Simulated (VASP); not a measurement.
# In5GaAs6 (P3m1) in VASP: single point with PBE

Aim: the single point of In5GaAs6 with PBE.

Program: VASP 6.6.1. These are calculated values, not measurements. Logs are shortened: lines on timing, memory, paths and dates and some standing lists are left out, and cuts for length are marked.

**1. The cell of the first run**

Symmetry: P3m1, No. 156, trigonal system. Conventional cell: a = 4.325 Å, b = 4.325 Å, c = 21.213 Å, α = 90.00°, β = 90.00°, γ = 120.00°. Within 3.5 Å of In (site symmetry 3m) lie 4 As at 2.66 to 2.67 Å. In (site symmetry 3m) has 4 As at 2.66 to 2.67 Å within 3.5 Å. Within 3.5 Å of In (site symmetry 3m) lie 4 As at 2.66 to 2.67 Å. In (site symmetry 3m) has 4 As at 2.66 to 2.68 Å within 3.5 Å. In (site symmetry 3m) has 4 As at 2.66 to 2.67 Å within 3.5 Å. Within 3.3 Å of Ga (site symmetry 3m) lie 4 As at 2.49 to 2.60 Å. Within 3.5 Å of As (site symmetry 3m) lie 4 In at 2.66 to 2.67 Å. Within 3.5 Å of As (site symmetry 3m) lie 4 In at 2.66 to 2.67 Å.

**2. Single point, PBE**

Input file INCAR:

```
SYSTEM = In5GaAs6
PREC = Accurate
ENCUT = 520
EDIFF = 1E-6
ISMEAR = 0
SIGMA = 0.1
LREAL = .FALSE.
LASPH = .TRUE.
NELM = 80
ALGO = Normal
ISIF = 2
LWAVE = .FALSE.
LCHARG = .FALSE.
GGA = PE
NBANDS = 66
```

Input file KPOINTS:

```
regular mesh
0
G
  12 12 2
  0 0 0
```

Input file POSCAR:

```
In5GaAs6
1.0
    4.3245454144      0.0000000000      0.0000000000
   -2.1622727072      3.7451661887      0.0000000000
    0.0000000000      0.0000000000     21.2129573257
In Ga As
5 1 6
Direct
    0.0000000000      0.0000000000      0.0000993343
    0.3333333333      0.6666666667      0.8306262033
    0.6666666667      0.3333333333      0.6611699225
    0.3333333333      0.6666666667      0.3390857868
    0.6666666667      0.3333333333      0.1695592822
    0.0000000000      0.0000000000      0.5004590633
    0.3333333333      0.6666666667      0.9566419444
    0.6666666667      0.3333333333      0.7871986028
    0.0000000000      0.0000000000      0.6179281702
    0.3333333333      0.6666666667      0.4656068857
    0.6666666667      0.3333333333      0.2955244705
    0.0000000000      0.0000000000      0.1261003339
```

Potentials or basis: VASP PAW PBE potentials, release 64 (In_d, Ga_d, As).

The run is started by

```console
cat potpaw_PBE.64/In_d/POTCAR potpaw_PBE.64/Ga_d/POTCAR potpaw_PBE.64/As/POTCAR > POTCAR
mpirun -np 1 vasp_std > vasp.out
```

OUTCAR:

```text
SYSTEM = In5GaAs6
   PREC = Accurate
   ENCUT = 520
   EDIFF = 1E-6
   ISMEAR = 0
   LREAL = .FALSE.
   LASPH = .TRUE.
   NELM = 80
   ISIF = 2
   GGA = PE

 ion  position               nearest neighbor table
   1  0.000  0.000  0.000-   7 2.66   7 2.66   7 2.66  12 2.67
   2  0.333  0.667  0.831-   8 2.66   8 2.66   8 2.66   7 2.67
   3  0.667  0.333  0.661-   9 2.66   9 2.66   9 2.66   8 2.67
   4  0.333  0.667  0.339-  11 2.66  11 2.66  11 2.66  10 2.68
   5  0.667  0.333  0.170-  12 2.66  12 2.66  12 2.66  11 2.67
   6  0.000  0.000  0.500-   9 2.49  10 2.60  10 2.60  10 2.60
   7  0.333  0.667  0.957-   1 2.66   1 2.66   1 2.66   2 2.67
   8  0.667  0.333  0.787-   2 2.66   2 2.66   2 2.66   3 2.67
   9  0.000  0.000  0.618-   6 2.49   3 2.66   3 2.66   3 2.66
  10  0.333  0.667  0.466-   6 2.60   6 2.60   6 2.60   4 2.68
  11  0.667  0.333  0.296-   4 2.66   4 2.66   4 2.66   5 2.67
  12  0.000  0.000  0.126-   5 2.66   5 2.66   5 2.66   1 2.67

  LATTYP: Found a hexagonal cell.
 ALAT       =     4.3245454144
 C/A-ratio  =     4.9052455907

  Lattice vectors:

 A1 = (   4.3245454144,   0.0000000000,   0.0000000000)
 A2 = (  -2.1622727072,   3.7451661887,   0.0000000000)
 A3 = (   0.0000000000,   0.0000000000,  21.2129573257)

Analysis of symmetry for initial positions (statically):
=====================================================================
 Subroutine PRICEL returns:
 Original cell was already a primitive cell.

 Routine SETGRP: Setting up the symmetry group for a
 hexagonal supercell.

 Subroutine GETGRP returns: Found  6 space group operations
 (whereof  6 operations were pure point group operations)
 out of a pool of 24 trial point group operations.

The static configuration has the point symmetry C_3v.

Analysis of symmetry for dynamics (positions and initial velocities):
=====================================================================
 Subroutine PRICEL returns:
 Original cell was already a primitive cell.

 Routine SETGRP: Setting up the symmetry group for a
 hexagonal supercell.

 Subroutine GETGRP returns: Found  6 space group operations
 (whereof  6 operations were pure point group operations)
 out of a pool of 24 trial point group operations.

The dynamic configuration has the point symmetry C_3v.

 Subroutine INISYM returns: Found  6 space group operations
 (whereof  6 operations are pure point group operations),
 and found     1 'primitive' translations

----------------------------------------------------------------------------------------

                                     Primitive cell

  volume of cell :     343.5681

  direct lattice vectors                    reciprocal lattice vectors
     4.324545414  0.000000000  0.000000000     0.231238177  0.133505424  0.000000000
    -2.162272707  3.745166189  0.000000000     0.000000000  0.267010848  0.000000000
     0.000000000  0.000000000 21.212957326     0.000000000  0.000000000  0.047140999

  length of vectors
     4.324545414  4.324545414 21.212957326     0.267010848  0.267010848  0.047140999

  position of ions in fractional coordinates (direct lattice)
     0.000000000  0.000000000  0.000099334
     0.333333333  0.666666667  0.830626203
     0.666666667  0.333333333  0.661169923
     0.333333333  0.666666667  0.339085787
     0.666666667  0.333333333  0.169559282
     0.000000000  0.000000000  0.500459063
     0.333333333  0.666666667  0.956641944
     0.666666667  0.333333333  0.787198603
     0.000000000  0.000000000  0.617928170
     0.333333333  0.666666667  0.465606886
     0.666666667  0.333333333  0.295524470
     0.000000000  0.000000000  0.126100334

  ion indices of the primitive-cell ions
   primitive index   ion index
                 1           1
                 2           2
                 3           3
                 4           4
                 5           5
                 6           6
                 7           7
                 8           8
                 9           9
                10          10
                11          11
                12          12

----------------------------------------------------------------------------------------

 KPOINTS: regular mesh

Automatic generation of k-mesh.
 Grid dimensions read from file:
 generate k-points for:   12   12    2

 Generating k-lattice:

  Cartesian coordinates                     Fractional coordinates (reciprocal lattice)
     0.019269848  0.011125452  0.000000000     0.083333333  0.000000000  0.000000000
     0.000000000  0.022250904  0.000000000     0.000000000  0.083333333  0.000000000
     0.000000000  0.000000000  0.023570499     0.000000000  0.000000000  0.500000000

  Length of vectors
     0.022250904  0.022250904  0.023570499

  Shift w.r.t. Gamma in fractional coordinates (k-lattice)
     0.000000000  0.000000000  0.000000000

 Subroutine IBZKPT returns following result:
 ===========================================

 Found     38 irreducible k-points:

 Following reciprocal coordinates:
            Coordinates               Weight
  0.000000  0.000000  0.000000      1.000000
  0.083333 -0.000000  0.000000      6.000000
  0.166667  0.000000  0.000000      6.000000
  0.250000 -0.000000  0.000000      6.000000
  0.333333  0.000000  0.000000      6.000000
  0.416667 -0.000000  0.000000      6.000000
[... 16 lines left out ...]
  0.250000 -0.000000  0.500000      6.000000
  0.333333  0.000000  0.500000      6.000000
 [... further k-points ...]
   k-points           NKPTS =     38   k-points in BZ     NKDIM =     38   number of bands    NBANDS=     66
   number of dos      NEDOS =    301   number of ions     NIONS =     12
   total plane-waves  NPLWV = 163840
   dimension x,y,z NGX =    32 NGY =   32 NGZ =  160
   dimension x,y,z NGXF=    64 NGYF=   64 NGZF=  320
   ions per type =               5   1   6
   NGX,Y,Z   is equivalent  to a cutoff of  12.30, 12.30, 12.54 a.u.
   NGXF,Y,Z  is equivalent  to a cutoff of  24.60, 24.60, 25.08 a.u.
 SYSTEM =  In5GaAs6
   PREC   = accura    normal or accurate (medium, high low for compatibility)
   ISTART =      0    job   : 0-new  1-cont  2-samecut
   ICHARG =      2    charge: 1-file 2-atom 10-const
   ISPIN  =      1    spin polarized calculation?
   LNONCOLLINEAR =      F non collinear calculations
   LSORBIT =      F    spin-orbit coupling
   LASPH  =      T    aspherical Exc in radial PAW
   ENCUT  =  520.0 eV  38.22 Ry    6.18 a.u.   8.04  8.04 39.44*2*pi/ulx,y,z
   NELM   =     80;   NELMIN=  2; NELMDL= -5     # of ELM steps
   EDIFF  = 0.1E-05   stopping-criterion for ELM
   LREAL  =      F    real-space projection
   EDIFFG = 0.1E-04   stopping-criterion for IOM
   NSW    =      0    number of steps for IOM
   IBRION =     -1    ionic relax: 0-MD 1-quasi-New 2-CG
   NFREE  =      0    steps in history (QN), initial steepest desc. (CG)
   ISIF   =      2    stress and relaxation
   ISYM   =      2    0-nonsym 1-usesym 2-fastsym
   POTIM  = 0.5000    time-step for ionic-motion
   TEBEG  =    0.0;   TEEND  =   0.0 temperature during run
   PSTRESS=    0.0 pullay stress
   NELECT =     108.0000    total number of electrons
   NUPDOWN=      -1.0000    fix difference up-down
   EMIN   =  10.00;   EMAX   =-10.00  energy-range for DOS
   EFERMI =   0.00;   METHOD = LEGACY
   ISMEAR =     0;   SIGMA  =   0.10  broadening in eV -4-tet -1-fermi 0-gaus
   EFERMI_NEDOS =   21; number of points for ismear=-14 and -15
   IALGO  =     38    algorithm
   IMIX   =      4    mixing-type and parameters
     AMIX     =   0.40;   BMIX     =  1.00
     AMIX_MAG =   1.60;   BMIX_MAG =  1.00
  volume/ion in A,a.u.               =      28.63       193.21
  Fermi-wavevector in a.u.,A,eV,Ry     =   1.113128  2.103507 16.858356  1.239054
  Thomas-Fermi vector in A             =   2.249710
   LORBIT       =      0    0 simple, 1 ext, 2 COOP (PROOUT), +10 PAW based schemes
   GGA     = PE    functional components
   LHFCALC =     F    Hartree Fock is set to
   AEXX    =    0.0000 exact exchange contribution
   IVDW    =     0    specifies the selected vdW correction
   LEPSILON=     F    determine dielectric tensor
   LRPA    =     F    only Hartree local field effects (RPA)
 non-spin polarized calculation
 Gauss-broadening in eV      SIGMA  =   0.10
  energy-cutoff  :      520.00
  volume of cell :      343.57
 maximum number of plane-waves:      9294
   NGX = 17   NGY = 17   NGZ = 79

 number of electron     107.9999984 magnetization

 Free energy of the ion-electron system (eV)
  ---------------------------------------------------
  ext. energy  EPLUGINS =         0.00000000
  ---------------------------------------------------
  free energy    TOTEN  =       -46.69561092 eV

  energy without entropy =      -46.69457348  energy(sigma->0) =      -46.69509220

 E-fermi :   3.8716     XC(G=0):  -8.8787

 val. band max:        3.8235295466   @ k =   0.0000   0.0000   0.0000
 cond. band min:       3.9671481905   @ k =   0.0000   0.0000   0.5000
 fundamental gap:      0.1436186439
 Fermi energy:         3.8715870907

 k-point     1 :       0.0000    0.0000    0.0000
  band No.  band energies     occupation
      1     -10.9958      2.00000
      2     -10.9505      2.00000
      3     -10.9505      2.00000
      4     -10.9128      2.00000
      5     -10.9128      2.00000
      6     -10.5815      2.00000
[... 58 lines left out ...]
     65       7.9618      0.00000
     66       7.9655      0.00000

 k-point     2 :       0.0833   -0.0000    0.0000
  band No.  band energies     occupation
      1     -10.9954      2.00000
      2     -10.9521      2.00000
      3     -10.9496      2.00000
      4     -10.9132      2.00000
      5     -10.9128      2.00000
      6     -10.5847      2.00000
[... 58 lines left out ...]
     65       7.7994      0.00000
     66       8.0110      0.00000

 k-point     3 :       0.1667    0.0000    0.0000
  band No.  band energies     occupation
      1     -10.9947      2.00000
      2     -10.9563      2.00000
      3     -10.9470      2.00000
      4     -10.9143      2.00000
      5     -10.9126      2.00000
      6     -10.5941      2.00000
[... 1438 lines left out ...]
     65       8.3235      0.00000
     66       8.4083      0.00000

 k-point    24 :       0.3333    0.0000    0.5000
  band No.  band energies     occupation
      1     -10.9938      2.00000
      2     -10.9667      2.00000
      3     -10.9405      2.00000
      4     -10.9172      2.00000
      5     -10.9115      2.00000
      6     -10.6239      2.00000
[... 58 lines left out ...]
     65       8.3682      0.00000
     66       8.5256      0.00000

 [... further k-points ...]

------------------------ aborting loop because EDIFF is reached ----------------------------------------

  FORCE on cell =-STRESS in cart. coord.  units (eV):
  Direction    XX          YY          ZZ          XY          YZ          ZX
  --------------------------------------------------------------------------------------
  -------------------------------------------------------------------------------------
  Total        0.1253113      0.1253113      0.1285994     -0.0000000      0.0000000      0.0000000
  in kB        0.5843702      0.5843702      0.5997036     -0.0000000      0.0000000      0.0000000
  external PRESSURE =       0.5894813 kB  Pullay stress =       0.0000000 kB

 VOLUME and BASIS-vectors are now :
 -----------------------------------------------------------------------------
  energy-cutoff  :      520.00
  volume of cell :      343.57
      direct lattice vectors                 reciprocal lattice vectors
     4.324545414  0.000000000  0.000000000     0.231238177  0.133505424  0.000000000
    -2.162272707  3.745166189  0.000000000     0.000000000  0.267010848  0.000000000
     0.000000000  0.000000000 21.212957326     0.000000000  0.000000000  0.047140999

 POSITION                                       TOTAL-FORCE (eV/Angst)
 -----------------------------------------------------------------------------------
      0.00000      0.00000      0.00211        -0.000000      0.000000     -0.001156
     -0.00000      2.49678     17.62004        -0.000000     -0.000000     -0.000778
      2.16227      1.24839     14.02537         0.000000      0.000000     -0.000108
     -0.00000      2.49678      7.19301         0.000000     -0.000000     -0.000384
      2.16227      1.24839      3.59685        -0.000000      0.000000     -0.002003
      0.00000      0.00000     10.61622         0.000000      0.000000     -0.003454
     -0.00000      2.49678     20.29320         0.000000     -0.000000      0.001059
      2.16227      1.24839     16.69881         0.000000     -0.000000      0.001215
      0.00000      0.00000     13.10808        -0.000000     -0.000000      0.007402
     -0.00000      2.49678      9.87690        -0.000000      0.000000     -0.004407
      2.16227      1.24839      6.26895         0.000000      0.000000      0.000961
      0.00000      0.00000      2.67496         0.000000      0.000000      0.001654
 -----------------------------------------------------------------------------------
    total drift:                                0.000001     -0.000001      0.000086

  FREE ENERGIE OF THE ION-ELECTRON SYSTEM (eV)
  ---------------------------------------------------
  free  energy   TOTEN  =       -46.6956109212 eV

  energy  without entropy=      -46.6945734815  energy(sigma->0) =      -46.69509220
```

Run time: 9 min. Hardware: 1 thread of Intel Xeon 6975P-C (Granite Rapids), shared host; peak memory 0.85 GiB.

What came out:

- Free energy: -46.6956 eV
- Pressure: 0.1 GPa
- Largest force: 0.007 eV/Å
- Band gap on the k mesh: zero (filled and empty bands touch)

Forces on the atoms (eV/Å):
```
In   0.000  0.000 -0.001
In   0.000  0.000 -0.001
In   0.000  0.000  0.000
In   0.000  0.000  0.000
In   0.000  0.000 -0.002
Ga   0.000  0.000 -0.003
As   0.000  0.000  0.001
As   0.000  0.000  0.001
As   0.000  0.000  0.007
As   0.000  0.000 -0.004
As   0.000  0.000  0.001
As   0.000  0.000  0.002
```

Levels at points of the mesh, in eV from the Fermi level:
| k point | band 50 | band 51 | band 52 | band 53 | band 54 | band 55 | band 56 | band 57 | band 58 | band 59 |
| --- | --- | --- | --- | --- | --- | --- | --- | --- | --- | --- |
| (0.00, 0.00, 0.00) | -0.38 | -0.31 | -0.31 | -0.13 | -0.05 | -0.05 | 0.35 | 0.97 | 1.06 | 1.09 |
| (0.50, 0.00, 0.00) | -1.91 | -1.39 | -1.33 | -1.01 | -0.97 | 0.70 | 1.47 | 1.65 | 2.01 | 2.05 |
| (0.00, 0.00, 0.50) | -0.54 | -0.17 | -0.17 | -0.10 | -0.10 | 0.10 | 0.65 | 0.78 | 0.97 | 1.09 |
| (0.50, 0.00, 0.50) | -1.64 | -1.52 | -1.46 | -1.10 | -1.07 | 1.13 | 1.29 | 1.61 | 1.79 | 2.04 |

Caveat: semilocal functionals underestimate gaps, and a narrow one can read as zero; spin-orbit coupling is left out, which moves the levels of the heavy elements.

The gap in the log of VASP goes by the Fermi energy; the results here count the filled bands.